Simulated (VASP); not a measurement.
## LiH: single point with r2SCAN

Crystal: LiH.

```
Li H
1.0
     2.04396    2.04396    0.00000
    -2.04396    2.04396    0.00000
     0.00000    2.04396    2.04396
Li H
1 1
Direct
  0.00000 0.00000 0.00000
  0.50000 0.50000 0.00000
```

- Program: VASP 6.6.1
- Task: single point
- Functional: r2SCAN
- Potentials or basis: VASP PAW PBE potentials, release 64 (Li_sv, H)
- Cutoff: 520 eV
- k mesh: 10 × 10 × 10
- Occupations: gaussian, width 0.01 eV
- Spin: no spin polarisation
- Dipole correction: no
- Further INCAR settings: ALGO = Normal; EDIFF = 1e-06; NBANDS = 9

* Band gap on the k mesh: 3.61 eV, direct

Levels at points of the mesh, in eV from the valence-band top:
| k point | band 1 | band 2 | band 3 | band 4 | band 5 |
| --- | --- | --- | --- | --- | --- |
| (0.00, 0.00, 0.00) | -45.80 | -5.22 | 16.84 | 18.76 | 18.76 |
| (0.50, 0.00, 0.00) | -45.76 | -2.47 | 5.52 | 14.41 | 17.58 |
| (0.50, 0.50, 0.00) | -45.75 | 0.00 | 3.61 | 11.44 | 11.44 |

It took 79 s on 1 thread of AMD EPYC 7R13, with other jobs on the host, peak memory 0.11 GiB.

Caveat: the PAW data sets were made with another functional, which shifts forces and pressure a little. r2SCAN opens gaps a little over a GGA but as a rule still falls short of measured ones.
